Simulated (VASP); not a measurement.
# BN (Cm) in VASP: notebook, part 2 of 2

VASP 6.6.1. The steps go on from the part before.

### Step 3. Relaxation of cell and atoms, PBE

INCAR

```
  PREC = Accurate
  ENCUT = 600
  EDIFF = 1E-6
  ISMEAR = 0
  SIGMA = 0.02
  LREAL = F
  LASPH = T
  NELM = 100
  ALGO = Normal
  ISIF = 3
  LWAVE = F
  LCHARG = F
  GGA = PE
  IBRION = 2
  NSW = 100
  EDIFFG = -0.01
```

KPOINTS

```
Automatic mesh
0
Gamma
  10 10 6
```

POSCAR

```
BN
1.0
    2.1755956940     -1.2560818633     -0.0073497797
    2.1755956940      1.2560818633     -0.0073497797
   -1.4137592606      0.0000000000      4.1827195725
B N
1 1
Direct
    0.0004416291      0.0004416291      0.0013278914
    0.6671253509      0.6671253509      0.0013730586
```

Potentials or basis: VASP PAW PBE potentials, release 64 (B, N).

Command:

```
cat potpaw_PBE.64/B/POTCAR potpaw_PBE.64/N/POTCAR > POTCAR
mpirun -np 1 vasp_std > vasp.out
```

OUTCAR:

```text
PREC = Accurate
   ENCUT = 600
   EDIFF = 1E-6
   ISMEAR = 0
   LREAL = F
   LASPH = T
   NELM = 100
   ISIF = 3
   GGA = PE
   IBRION = 2
   NSW = 100
   EDIFFG = -0.01

 ion  position               nearest neighbor table
   1  0.000  0.000  0.001-   2 1.45   2 1.45   2 1.45
   2  0.667  0.667  0.001-   1 1.45   1 1.45   1 1.45

  LATTYP: Found a base centered monoclinic cell.
 ALAT       =     4.3512162176
 B/A-ratio  =     0.5773474819
 C/A-ratio  =     1.0147013487
 COS(beta)  =    -0.3234024255

  Lattice vectors:

 A1 = (   2.1755956940,  -1.2560818633,  -0.0073497797)
 A2 = (   2.1755956940,   1.2560818633,  -0.0073497797)
 A3 = (  -1.4137592606,   0.0000000000,   4.1827195725)

Analysis of symmetry for initial positions (statically):
=====================================================================
 Subroutine PRICEL returns:
 Original cell was already a primitive cell.

 Routine SETGRP: Setting up the symmetry group for a
 base centered monoclinic supercell.

 Subroutine GETGRP returns: Found  2 space group operations
 (whereof  2 operations were pure point group operations)
 out of a pool of  4 trial point group operations.

The static configuration has the point symmetry C_1h.

Analysis of symmetry for dynamics (positions and initial velocities):
=====================================================================
 Subroutine PRICEL returns:
 Original cell was already a primitive cell.

 Routine SETGRP: Setting up the symmetry group for a
 base centered monoclinic supercell.

 Subroutine GETGRP returns: Found  2 space group operations
 (whereof  2 operations were pure point group operations)
 out of a pool of  4 trial point group operations.

The dynamic configuration has the point symmetry C_1h.

 Subroutine INISYM returns: Found  2 space group operations
 (whereof  2 operations are pure point group operations),
 and found     1 'primitive' translations

----------------------------------------------------------------------------------------

                                     Primitive cell

  volume of cell :      22.8344

  direct lattice vectors                    reciprocal lattice vectors
     2.175595694 -1.256081863 -0.007349780     0.230084838 -0.398063227  0.077768678
     2.175595694  1.256081863 -0.007349780     0.230084838  0.398063227  0.077768678
    -1.413759261  0.000000000  4.182719572     0.000808600  0.000000000  0.239352208

  length of vectors
     2.512172823  2.512172823  4.415184964     0.466306050  0.466306050  0.239353574

  position of ions in fractional coordinates (direct lattice)
     0.000441629  0.000441629  0.001327891
     0.667125351  0.667125351  0.001373059

  ion indices of the primitive-cell ions
   primitive index   ion index
                 1           1
                 2           2

----------------------------------------------------------------------------------------

[... 59 lines left out ...]
 SYSTEM =  unknown system
   PREC   = accura    normal or accurate (medium, high low for compatibility)
   ISTART =      0    job   : 0-new  1-cont  2-samecut
   ICHARG =      2    charge: 1-file 2-atom 10-const
   ISPIN  =      1    spin polarized calculation?
   LNONCOLLINEAR =      F non collinear calculations
   LSORBIT =      F    spin-orbit coupling
   LASPH  =      T    aspherical Exc in radial PAW
   ENCUT  =  600.0 eV  44.10 Ry    6.64 a.u.   5.02  5.02  8.82*2*pi/ulx,y,z
   NELM   =    100;   NELMIN=  2; NELMDL= -5     # of ELM steps
   EDIFF  = 0.1E-05   stopping-criterion for ELM
   LREAL  =      F    real-space projection
   EDIFFG = -.1E-01   stopping-criterion for IOM
   NSW    =    100    number of steps for IOM
   IBRION =      2    ionic relax: 0-MD 1-quasi-New 2-CG
   NFREE  =      1    steps in history (QN), initial steepest desc. (CG)
   ISIF   =      3    stress and relaxation
   ISYM   =      2    0-nonsym 1-usesym 2-fastsym
   POTIM  = 0.5000    time-step for ionic-motion
   TEBEG  =    0.0;   TEEND  =   0.0 temperature during run
   PSTRESS=    0.0 pullay stress
   NELECT =       8.0000    total number of electrons
   NUPDOWN=      -1.0000    fix difference up-down
   EMIN   =  10.00;   EMAX   =-10.00  energy-range for DOS
   EFERMI =   0.00;   METHOD = LEGACY
   ISMEAR =     0;   SIGMA  =   0.02  broadening in eV -4-tet -1-fermi 0-gaus
   EFERMI_NEDOS =   21; number of points for ismear=-14 and -15
   IALGO  =     38    algorithm
   IMIX   =      4    mixing-type and parameters
     AMIX     =   0.40;   BMIX     =  1.00
     AMIX_MAG =   1.60;   BMIX_MAG =  1.00
  volume/ion in A,a.u.               =      11.42        77.05
  Fermi-wavevector in a.u.,A,eV,Ry     =   1.154096  2.180925 18.122110  1.331938
  Thomas-Fermi vector in A             =   2.290735
   LORBIT       =      0    0 simple, 1 ext, 2 COOP (PROOUT), +10 PAW based schemes
   GGA     = PE    functional components
   LHFCALC =     F    Hartree Fock is set to
   AEXX    =    0.0000 exact exchange contribution
   IVDW    =     0    specifies the selected vdW correction
   LEPSILON=     F    determine dielectric tensor
   LRPA    =     F    only Hartree local field effects (RPA)
 conjugate gradient relaxation of ions
 non-spin polarized calculation
 Gauss-broadening in eV      SIGMA  =   0.02
  energy-cutoff  :      600.00
  volume of cell :       22.83
 maximum number of plane-waves:       775
   NGX =  9   NGY =  9   NGZ = 17

--------------------------------------- Ionic step        1  -------------------------------------------

 number of electron       8.0000000 magnetization

 Free energy of the ion-electron system (eV)
  ---------------------------------------------------
  ext. energy  EPLUGINS =         0.00000000
  ---------------------------------------------------
  free energy    TOTEN  =       -17.60670146 eV

  energy without entropy =      -17.60670146  energy(sigma->0) =      -17.60670146

------------------------ aborting loop because EDIFF is reached ----------------------------------------

  FORCE on cell =-STRESS in cart. coord.  units (eV):
  Direction    XX          YY          ZZ          XY          YZ          ZX
  --------------------------------------------------------------------------------------
  -------------------------------------------------------------------------------------
  Total       -0.0064521     -0.0065888     -0.0231061      0.0000000      0.0000000     -0.0003077
  in kB       -0.4527164     -0.4623039     -1.6212477      0.0000000      0.0000000     -0.0215884
  external PRESSURE =      -0.8454227 kB  Pullay stress =       0.0000000 kB
[... 89 lines left out ...]
  FREE ENERGIE OF THE ION-ELECTRON SYSTEM (eV)
  ---------------------------------------------------
  free  energy   TOTEN  =       -17.6067178492 eV

  energy  without entropy=      -17.6067178492  energy(sigma->0) =      -17.60671785

[... ionic steps 4 to 19 ...]

--------------------------------------- Ionic step       20  -------------------------------------------

 number of electron       8.0000000 magnetization

------------------------ aborting loop because EDIFF is reached ----------------------------------------
[... 67 lines left out ...]
--------------------------------------- Ionic step       22  -------------------------------------------

 number of electron       8.0000000 magnetization

 Free energy of the ion-electron system (eV)
  ---------------------------------------------------
  ext. energy  EPLUGINS =         0.00000000
  ---------------------------------------------------
  free energy    TOTEN  =       -17.60758646 eV

  energy without entropy =      -17.60758646  energy(sigma->0) =      -17.60758646

 E-fermi :   0.9919     XC(G=0):  -8.9576

 val. band max:        0.8989753954   @ k =  -0.3000   0.3000   0.0000
 cond. band min:       5.4938058842   @ k =   0.5000   0.0000   0.5000
 fundamental gap:      4.5948304888
 Fermi energy:         0.9918967549

 k-point     1 :       0.0000    0.0000    0.0000
  band No.  band energies     occupation
      1     -16.6498      2.00000
      2      -3.7519      2.00000
      3      -0.3492      2.00000
      4      -0.3475      2.00000
      5       5.5321      0.00000
      6      12.5195      0.00000
      7      12.5234      0.00000
      8      13.5868      0.00000
[... 243 lines left out ...]
 k-point    24 :       0.4000    0.3000    0.0000
  band No.  band energies     occupation
      1     -14.4093      2.00000
      2      -6.1272      2.00000
      3      -3.2036      2.00000
      4      -1.1504      2.00000
      5       7.4936      0.00000
      6      10.6293      0.00000
      7      12.7065      0.00000
      8      17.3947      0.00000

 [... further k-points ...]
[... 5 lines left out ...]
  --------------------------------------------------------------------------------------
  -------------------------------------------------------------------------------------
  Total        0.0032315     -0.0045976      0.0054443      0.0000000      0.0000000     -0.0004998
  in kB        0.2411426     -0.3430825      0.4062646      0.0000000      0.0000000     -0.0372997
  external PRESSURE =       0.1014415 kB  Pullay stress =       0.0000000 kB
[... 17 lines left out ...]
  FREE ENERGIE OF THE ION-ELECTRON SYSTEM (eV)
  ---------------------------------------------------
  free  energy   TOTEN  =       -17.6075864573 eV

  energy  without entropy=      -17.6075864573  energy(sigma->0) =      -17.60758646

 reached required accuracy - stopping structural energy minimisation
```

CONTCAR:

```text
BN
   1.00000000000000
     2.1754325000398955   -1.2560144325205569   -0.0087932506516532
     2.1754325000398955    1.2560144325205569   -0.0087932506516532
    -1.4172682050484717    0.0000000000000000    3.9346227432696552
  B               N
     1     1
Direct
     0.0004288445129054    0.0004288445129054    0.0013206400855069
     0.6671381354870983    0.6671381354870983    0.0013803099144979

  0.00000000E+00  0.00000000E+00  0.00000000E+00
  0.00000000E+00  0.00000000E+00  0.00000000E+00
```

Run time: 4.1 min. Hardware: 1 thread of Intel Xeon Platinum 8259CL at 2.50GHz (Skylake/Cascade Lake), shared host; peak memory 0.16 GiB.

What came out:

```yaml
Free_energy: -17.6076 eV
Relaxed_volume: 10.74 Å³/atom
Relaxed_cell: a = 2.512 Å, b = 2.512 Å, c = 4.182 Å, α = 107.26°, β = 107.26°, γ = 60.00°
Space_group_after_relaxing_to_0.05_Å: R3m (No. 160)
Energy_gained_by_relaxing: 0.4 meV/atom
Ionic_steps: 22
Pressure_after_relaxing: 0.0 GPa
Largest_force_after_relaxing: 0.005 eV/Å
Band_gap_on_the_k_mesh: 4.59 eV, indirect (least direct gap 4.95 eV)
```

Forces on the atoms (eV/Å):
```
B    0.005  0.000 -0.002
N   -0.005  0.000  0.002
```

The path:
| step | energy change (eV) | largest force (eV/Å) | pressure (GPa) | volume (Å³) |
| --- | --- | --- | --- | --- |
| 1 | 0.0000 | 0.0004 | -0.08 | 22.83 |
| 2 | 0.0000 | 0.0006 | 0.00 | 22.81 |
| 3 | 0.0000 | 0.0028 | 0.24 | 22.76 |
| 4 | 0.0000 | 0.0019 | 0.15 | 22.78 |
| 5 | 0.0000 | 0.0019 | 0.13 | 22.78 |
| 6 | 0.0000 | 0.0019 | 0.15 | 22.77 |
| 7 | 0.0000 | 0.0019 | 0.16 | 22.76 |
| 8 | -0.0001 | 0.0023 | 0.17 | 22.73 |
| 9 | -0.0001 | 0.0036 | 0.20 | 22.67 |
| 10 | -0.0002 | 0.0069 | 0.21 | 22.55 |
| 11 | -0.0004 | 0.0140 | 0.30 | 22.31 |
| 12 | -0.0007 | 0.0283 | 0.47 | 21.83 |
| 13 | -0.0004 | 0.0568 | 0.87 | 20.87 |
| 14 | -0.0007 | 0.0347 | 0.56 | 21.60 |
| 15 | -0.0008 | 0.0289 | 0.44 | 21.56 |
| 16 | -0.0009 | 0.0201 | 0.05 | 21.47 |
| 17 | -0.0009 | 0.0211 | -0.03 | 21.44 |
| 18 | -0.0009 | 0.0205 | 0.01 | 21.45 |
| 19 | -0.0009 | 0.0202 | 0.04 | 21.46 |
| 20 | -0.0009 | 0.0159 | 0.04 | 21.46 |
| 21 | -0.0009 | 0.0130 | 0.01 | 21.47 |
| 22 | -0.0009 | 0.0050 | 0.01 | 21.47 |

Final structure:
```cif
data_structure
_symmetry_space_group_name_H-M 'P 1'
_symmetry_Int_Tables_number 1
_cell_length_a 2.5120
_cell_length_b 2.5120
_cell_length_c 4.1821
_cell_angle_alpha 107.264
_cell_angle_beta 107.264
_cell_angle_gamma 60.001
_cell_volume 21.47
loop_
_atom_site_label
_atom_site_type_symbol
_atom_site_fract_x
_atom_site_fract_y
_atom_site_fract_z
_atom_site_occupancy
B1 B 0.00043 0.00043 0.00132 1
N1 N 0.66714 0.66714 0.00138 1
```

Caveat: this functional lacks dispersion, which binds the layers, so the pressure and a relaxed spacing across them are unreliable.

### Step 4. Single point, PBE

INCAR

```
SYSTEM = BN
PREC = Accurate ; ENCUT = 520
EDIFF = 1E-7 ; ISMEAR = 0
SIGMA = 0.02 ; LREAL = .False.
LASPH = .True. ; NELM = 100
ALGO = Normal ; ISIF = 2
LWAVE = .False. ; LCHARG = .False.
GGA = PE ; NBANDS = 11
```

KPOINTS

```
Automatic mesh
0
Gamma
  10 10 6
  0 0 0
```

POSCAR is that of step 3.

Command:

```
cat potpaw_PBE.64/B/POTCAR potpaw_PBE.64/N/POTCAR > POTCAR
mpirun -np 1 vasp_std > vasp.out
```

Run time: 33 s. Hardware: 1 thread of Intel Xeon Platinum 8259CL at 2.50GHz (Skylake/Cascade Lake), shared host; peak memory 0.16 GiB.

Results (log left out):

```yaml
Free_energy: -17.6034 eV
Pressure: 0.1 GPa
Band_gap_on_the_k_mesh: 4.52 eV, indirect (least direct gap 4.97 eV)
```

Stress tensor (GPa, compression positive):
```
 0.12  0.00  0.00
 0.00  0.12  0.00
 0.00  0.00 -0.08
```

Levels at points of the mesh, in eV from the valence-band top:
| k point | band 2 | band 3 | band 4 | band 5 | band 6 | band 7 |
| --- | --- | --- | --- | --- | --- | --- |
| (0.00, 0.00, 0.00) | -4.76 | -1.22 | -1.22 | 4.52 | 11.64 | 11.64 |
| (0.50, 0.00, 0.00) | -8.73 | -3.99 | -0.70 | 5.10 | 9.72 | 12.46 |
| (0.50, 0.50, 0.00) | -8.71 | -4.00 | -0.84 | 4.71 | 9.89 | 13.20 |
| (0.00, 0.00, 0.50) | -5.36 | -1.22 | -1.22 | 7.87 | 10.19 | 11.63 |
| (0.50, 0.00, 0.50) | -8.71 | -4.00 | -0.84 | 4.70 | 9.90 | 13.23 |
| (0.50, 0.50, 0.50) | -8.73 | -3.99 | -0.70 | 5.08 | 9.73 | 12.49 |

Caveat: this functional lacks dispersion, which binds the layers, so the pressure and a relaxed spacing across them are unreliable. A hybrid or GW would open this gap; PBE tends to underestimate it.

### Step 5. Relaxation of cell and atoms, PBE

This run uses another cell than the first one, of 10.55 Å³/atom, 0.924 times its volume.

INCAR

```
SYSTEM = BN
  PREC = Accurate
  ENCUT = 600
  EDIFF = 1E-6
  ISMEAR = 0
  SIGMA = 0.02
  LREAL = .FALSE.
  LASPH = .TRUE.
  NELM = 100
  ALGO = Normal
  ISIF = 3
  LWAVE = .FALSE.
  LCHARG = .FALSE.
  GGA = PE
  IBRION = 2
  NSW = 100
  EDIFFG = -0.01
```

KPOINTS

```
Automatic mesh
0
G
  10 10 6
  0 0 0
```

POSCAR

```
BN
1.0
    2.1758173620     -1.2561772780      0.0000000000
    2.1758173620      1.2561772780      0.0000000000
   -1.4008572205      0.0000000000      3.8617495171
B N
1 1
Direct
    0.0004237991      0.0004237991      0.0012636983
    0.6671431809      0.6671431809      0.0014372517
```

Command:

```
cat potpaw_PBE.64/B/POTCAR potpaw_PBE.64/N/POTCAR > POTCAR
mpirun -np 1 vasp_std > vasp.out
```

Run time: 24 s. Hardware: 1 thread of Intel Xeon Platinum 8259CL at 2.50GHz (Skylake/Cascade Lake), shared host; peak memory 0.16 GiB.

Results (log left out):

| Property | Result |
| --- | --- |
| Free energy | -17.6048 eV |
| Pressure after relaxing | 0.0 GPa |
| Largest force after relaxing | 0.003 eV/Å |
| Band gap on the k mesh | 4.54 eV, indirect (least direct gap 4.94 eV) |

Forces in eV/Å, atoms in the order of the input:
```
B   -0.001  0.000  0.003
N    0.001  0.000 -0.003
```

Stress tensor (GPa, compression positive):
```
-0.14  0.00 -0.01
 0.00 -0.13  0.00
-0.01  0.00  0.12
```

Final structure:
```xyz
2
Lattice="2.1758 -1.2562 0.0000 2.1758 1.2562 0.0000 -1.4009 0.0000 3.8617" Properties=species:S:1:pos:R:3 pbc="T T T"
B     0.0001    0.0000    0.0049
N     2.9011    0.0000    0.0056
```

Levels at points of the mesh, in eV from the valence-band top:
| k point | band 2 | band 3 | band 4 | band 5 | band 6 | band 7 |
| --- | --- | --- | --- | --- | --- | --- |
| (0.00, 0.00, 0.00) | -4.61 | -1.26 | -1.26 | 4.67 | 11.61 | 11.61 |
| (0.50, 0.00, 0.00) | -8.78 | -4.03 | -0.68 | 5.15 | 9.70 | 12.58 |
| (0.50, 0.50, 0.00) | -8.75 | -4.04 | -0.92 | 4.59 | 9.86 | 13.43 |
| (0.00, 0.00, 0.50) | -5.57 | -1.26 | -1.26 | 8.62 | 11.01 | 11.58 |
| (0.50, 0.00, 0.50) | -8.74 | -4.04 | -0.94 | 4.54 | 9.88 | 13.52 |
| (0.50, 0.50, 0.50) | -8.78 | -4.02 | -0.71 | 5.09 | 9.73 | 12.66 |

Caveat: the relaxation stopped at its first step, so nothing moved; this functional lacks dispersion, which binds the layers, so the pressure and a relaxed spacing across them are unreliable.

### Step 6. Single point, PBE

INCAR

```
SYSTEM = BN
ALGO     = Normal         ! electronic algorithm
EDIFF    = 1E-6           ! SCF threshold, eV
ENCUT    = 520            ! plane-wave cutoff, eV
GGA      = PE             ! functional
ISIF     = 2              ! what is computed and relaxed
ISMEAR   = 0              ! smearing method
LASPH    = .True.         ! aspherical terms in the spheres
LCHARG   = .False.        ! write CHGCAR
LREAL    = .False.        ! projectors in reciprocal space
LWAVE    = .False.        ! write WAVECAR
NBANDS   = 11             ! bands
NELM     = 100            ! most SCF steps
PREC     = Accurate       ! precision mode
SIGMA    = 0.02           ! smearing width, eV
```

KPOINTS

```
k-points
0
Gamma
  10 10 6
  0 0 0
```

POSCAR

```
BN
1.0
    2.1755956940     -1.2560818633     -0.0073497797
    2.1755956940      1.2560818633     -0.0073497797
   -1.4137592606      0.0000000000      4.1827195725
B N
1 1
Direct
    0.0004416291      0.0004416291      0.0013278914
    0.6671253509      0.6671253509      0.0013730586
```

Potentials or basis: VASP PAW PBE potentials, release 64 (B, N).

Command:

```
cat potpaw_PBE.64/B/POTCAR potpaw_PBE.64/N/POTCAR > POTCAR
mpirun -np 1 vasp_std > vasp.out
```

It took 31 s on 1 thread of Intel Xeon Platinum 8259CL at 2.50GHz (Skylake/Cascade Lake), shared host; peak memory 0.16 GiB.

The run converged. Its results:

- Free energy: -17.6034 eV
- Pressure: 0.1 GPa
- Band gap on the k mesh: 4.52 eV, indirect (least direct gap 4.97 eV)

Stress tensor (GPa, compression positive):
```
 0.12  0.00  0.00
 0.00  0.12  0.00
 0.00  0.00 -0.08
```

Levels at points of the mesh, in eV from the valence-band top:
```
           k point  band 2  band 3  band 4  band 5  band 6  band 7
(0.00, 0.00, 0.00)   -4.76   -1.22   -1.22    4.52   11.64   11.64
(0.50, 0.00, 0.00)   -8.73   -3.99   -0.70    5.10    9.72   12.46
(0.50, 0.50, 0.00)   -8.71   -4.00   -0.84    4.71    9.89   13.20
(0.00, 0.00, 0.50)   -5.36   -1.22   -1.22    7.87   10.19   11.63
(0.50, 0.00, 0.50)   -8.71   -4.00   -0.84    4.70    9.90   13.23
(0.50, 0.50, 0.50)   -8.73   -3.99   -0.70    5.08    9.73   12.49
```

Caveat: this functional lacks dispersion, which binds the layers, so the pressure and a relaxed spacing across them are unreliable.

### Step 7. Overview

```csv
task,cell,cutoff (eV),gap on the mesh (eV),pressure (GPa)
single point,"a = 2.512, b = 2.512, c = 4.415 Å, angles 106.3, 106.3, 60.0°, 2 atoms",520,4.52,0.1
relaxation of cell and atoms,"relaxed from a = 2.512, b = 2.512, c = 4.415 Å, angles 106.3, 106.3, 60.0°, 2 atoms",600,4.59,0.0
relaxation of cell and atoms,"relaxed from a = 2.512, b = 2.512, c = 4.108 Å, angles 107.2, 107.2, 60.0°, 2 atoms",600,4.54,0.0
```

Alike in all rows: level PBE; potentials or basis VASP PAW PBE potentials, release 64 (B, N); no spin polarisation; k mesh 10 × 10 × 6; smearing gaussian 0.02 eV.

Caveats: this functional lacks dispersion, which binds the layers, so the pressure and a relaxed spacing across them are unreliable; the relaxation stopped at its first step, so nothing moved (some runs).

Total energies depend on the potentials used, so only differences within one code and one set of settings carry meaning.
